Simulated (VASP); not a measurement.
Set up this calculation in VASP 6.6.1, as the native input.

* Task: single point
* Functional: PBE
* Potentials or basis: VASP PAW PBE potentials, release 64 (Sm)
* Cutoff: 520 eV
* k mesh: 12 × 12 × 6
* Occupations: fermi-dirac, width 0.03 eV
* Spin: collinear spin, ferromagnetic start
* Starting moments: [5.0, 5.0] μB
* Dipole correction: no
* Further INCAR settings: ALGO = Normal; EDIFF = 1e-07; NBANDS = 27

The structure of Sm lies in POSCAR:

```
Sm
1.0
    3.6741185651      0.0000000000      0.0000000000
   -1.8370592826      3.1818800139      0.0000000000
    0.0000000000      0.0000000000      5.9245641858
Sm
2
Direct
    0.3333333333      0.6666666667      0.2500000000
    0.6666666667      0.3333333333      0.7500000000
```

This isn't the form of Sm at room conditions, which is rhombohedral.

These files were run (other wordings do the same):

INCAR

```
SYSTEM = Sm
PREC = Accurate ; ENCUT = 520
EDIFF = 1E-7 ; ISMEAR = -1
SIGMA = 0.03 ; LREAL = .FALSE.
LASPH = .TRUE. ; NELM = 150
ALGO = Normal ; ISIF = 2
LWAVE = .FALSE. ; LCHARG = .TRUE.
ISPIN = 2 ; MAGMOM = 5 5
LORBIT = 11 ; LMAXMIX = 6
GGA = PE ; LELF = .TRUE.
LVHAR = .TRUE. ; NBANDS = 27
```

KPOINTS

```
regular mesh
0
G
  12 12 6
  0 0 0
```

Potentials or basis: VASP PAW PBE potentials, release 64 (Sm).

The run is started by

```sh
$ cat potpaw_PBE.64/Sm/POTCAR > POTCAR
$ mpirun -np 1 vasp_std > vasp.out
```

Results of the run:

| Item | Value |
| --- | --- |
| Pressure | 2.3 GPa |
| Net moment | 13.17 μB per cell |
| Site moments | Sm +5.71 μB |
| Valence electrons inside the program's atomic spheres | Sm 13.65 |

Caveat: the magnetic or orbital state may not be the lowest.

Wall time 5.6 min on 1 thread of Intel(R) Xeon(R) 6975P-C (Granite Rapids) (shared host), peak memory 0.38 GiB.
